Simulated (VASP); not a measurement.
**NiS: relaxation of cell and atoms with LDA**

The system is NiS.

```
Ni S
1.0
     3.45051    0.00000    0.00000
    -1.72525    2.98823    0.00000
     0.00000    0.00000    5.18962
Ni S
2 2
Direct
  0.00000 0.00000 0.01250
  0.00000 0.00000 0.51250
  0.33333 0.66667 0.26250
  0.66667 0.33333 0.76250
```

```json
{"Program": "VASP 6.6.1", "Task": "relaxation of cell and atoms", "Functional": "LDA", "Potentials or basis": "VASP PAW LDA potentials, release 64 (Ni, S)", "Cutoff": "600 eV", "k mesh": "15 × 15 × 8", "Occupations": "gaussian, width 0.1 eV", "Spin": "no spin polarisation", "Dipole correction": "no", "Further INCAR settings": "ALGO = Normal; EDIFF = 1e-06; IBRION = 2; EDIFFG = -0.005; NSW = 70; ISIF = 3"}
```

* Relaxed volume: 12.40 Å³/atom
* Relaxed cell: a = 3.381 Å, b = 3.381 Å, c = 5.009 Å, α = 90.00°, β = 90.00°, γ = 120.00°
* Space group after relaxing (to 0.1 Å): P6_3/mmc (No. 194)
* Energy gained by relaxing: 37.0 meV/atom
* Ionic steps: 8
* Pressure after relaxing: 0.0 GPa
* Band gap on the k mesh: zero (bands 16 and 17 overlap by 0.93 eV)

The path:
```csv
step,energy change (eV),largest force (eV/Å),pressure (GPa),volume (Å³)
1,0.0000,0.0000,-11.01,53.51
2,-0.0449,0.0000,12.03,46.70
3,-0.1461,0.0000,-0.19,49.60
4,-0.1461,0.0000,0.27,49.53
5,-0.1474,0.0000,0.19,49.53
6,-0.1479,0.0000,0.18,49.53
7,-0.1479,0.0000,-0.37,49.64
8,-0.1479,0.0000,-0.01,49.60
```

Final structure:
```
Ni S
1.0
     3.38141    0.00000    0.00000
    -1.69070    2.92839    0.00000
     0.00000    0.00000    5.00883
Ni S
2 2
Direct
  0.00000 0.00000 0.01250
  0.00000 0.00000 0.51250
  0.33333 0.66667 0.26250
  0.66667 0.33333 0.76250
```

Levels at points of the mesh, in eV from the Fermi level:
```tsv
k point	band 13	band 14	band 15	band 16	band 17	band 18	band 19	band 20
(0.00, 0.00, 0.00)	-1.59	-1.59	-0.56	-0.24	1.68	1.68	3.25	5.11
(0.00, 0.00, 0.50)	-1.68	-1.68	0.65	0.65	0.65	0.65	5.44	5.44
```

Wall time 13 min on 1 thread of AMD EPYC 7R43 64-Core Processor (Zen 3), on a shared host, peak memory 0.25 GiB.

Caveat: the run has no spin polarisation, though such a crystal can be magnetic. LDA usually gives volumes a few per cent too small.
